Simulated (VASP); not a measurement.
Runs of VASP 6.6.1 on Hg. The structure is that of space group Fm-3m (No. 225), or close to it. The cells are those of the table. 

```csv
task,cell,k mesh,cutoff (eV),gap on the mesh (eV),pressure (GPa)
single point,"a = 3.209 Å, angles 60.0°, 1 atom",13 × 13 × 13,520,none,0.3
single point,"a = 3.252 Å, angles 60.0°, 1 atom",13 × 13 × 13,520,none,-1.0
single point,"a = 3.166 Å, angles 60.0°, 1 atom",13 × 13 × 13,520,none,2.0
single point,"a = 3.333 Å, angles 60.0°, 1 atom",13 × 13 × 13,520,none,(a)
single point,"a = 3.293 Å, angles 60.0°, 1 atom",13 × 13 × 13,520,none,-1.8
single point,"a = 3.075 Å, angles 60.0°, 1 atom",13 × 13 × 13,520,none,(b)
single point,"a = 3.209 Å, angles 60.0°, 1 atom",20 × 20 × 20,520,none,0.2
single point,"a = 3.209 Å, angles 60.0°, 1 atom",12 × 12 × 12,520,none,0.4
single point,"a = 3.121 Å, angles 60.0°, 1 atom",13 × 13 × 13,520,none,(c)
relaxation of cell and atoms,"relaxed from a = 3.195 Å, angles 60.0°, 1 atom",12 × 12 × 12,600,none,0.0
```

Alike in all rows: level PBEsol; potentials or basis VASP PAW PBE potentials, release 64 (Hg); no spin polarisation; smearing fermi-dirac 0.1 eV.

Q: Fill in the values left out.

A: (a) -2.3; (b) 8.2; (c) 4.6.

Caveats: the PAW data sets were made with another functional, which shifts forces and pressure a little; spin-orbit coupling is left out, which moves the levels of the heavy elements.

A k mesh can miss the band edges, and the runs leave out spin-orbit coupling on Hg.

A gap of «none» marks levels without a gap at the run's occupations.
